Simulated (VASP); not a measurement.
Write the native input for VASP 6.6.1 that does the following.

```
Task                   : relaxation of cell and atoms
Functional             : PBEsol
Potentials or basis    : VASP PAW PBE potentials, release 64 (Sb, In_d)
Cutoff                 : 500 eV
k mesh                 : 5 × 5 × 5
Occupations            : gaussian, width 0.01 eV
Spin                   : no spin polarisation
Target pressure        : 30 GPa
Dipole correction      : no
Further INCAR settings : ALGO = Normal; EDIFF = 1e-07; IBRION = 2; EDIFFG = -0.03; NSW = 60; ISIF = 3
```

The structure of In3Sb lies in POSCAR:

```
In3Sb
1.0
    0.0000000000      3.8400000000      3.8400000000
    3.8400000000      0.0000000000      3.8400000000
    3.8400000000      3.8400000000      0.0000000000
Sb In
1 3
Direct
    0.0000000000      0.0000000000      0.0000000000
    0.5000000000      0.5000000000      0.5000000000
    0.2500000000      0.2500000000      0.2500000000
    0.7500000000      0.7500000000      0.7500000000
```

One way to write it, as run:

INCAR

```
SYSTEM = In3Sb
ALGO     = Normal         ! electronic algorithm
EDIFF    = 1E-7           ! SCF threshold, eV
EDIFFG   = -0.03          ! ionic threshold
ENCUT    = 500            ! plane-wave cutoff, eV
GGA      = PS             ! functional
GGA_COMPAT= .False.      
IBRION   = 2              ! ionic algorithm
ISIF     = 3              ! what is computed and relaxed
ISMEAR   = 0              ! smearing method
LASPH    = .True.         ! aspherical terms in the spheres
LCHARG   = .False.        ! write CHGCAR
LREAL    = .False.        ! projectors in reciprocal space
LWAVE    = .False.        ! write WAVECAR
NELM     = 120            ! most SCF steps
NELMIN   = 4            
NSW      = 60             ! ionic steps
PREC     = Accurate       ! precision mode
PSTRESS  = 300.0        
SIGMA    = 0.01           ! smearing width, eV
```

KPOINTS

```
k-points
0
Gamma
  5 5 5
  0 0 0
```

Potentials or basis: VASP PAW PBE potentials, release 64 (Sb, In_d).

Run with:

```console
$ cat potpaw_PBE.64/Sb/POTCAR potpaw_PBE.64/In_d/POTCAR > POTCAR
$ mpirun -np 1 vasp_std > vasp.out
```

It gave:

```
Relaxed volume                                             : 19.49 Å³/atom
Relaxed cell                                               : a = 4.795 Å, b = 4.795 Å, c = 4.795 Å, α = 60.00°, β = 60.00°, γ = 60.00°
Space group after relaxing (to 0.1 Å)                      : Fm-3m (No. 225)
Energy change on relaxing (the run minimises the enthalpy) : +425.2 meV/atom
Ionic steps                                                : 17
Pressure after relaxing                                    : 29.8 GPa
Band gap on the k mesh                                     : zero (bands 22 and 23 overlap by 4.34 eV)
```

Caveat: the cell is relaxed towards a set pressure, so the run minimises the enthalpy, not the energy; the volume moved by over 15 % at a fixed basis, so the end points are rough; the PAW data sets were made with another functional, which shifts forces and pressure a little; spin-orbit coupling is left out, which moves the levels of the heavy elements.

Wall time 3.4 min on 1 thread of AMD EPYC 9R45 96-Core Processor (Zen 5), with other jobs on the host, peak memory 0.23 GiB.
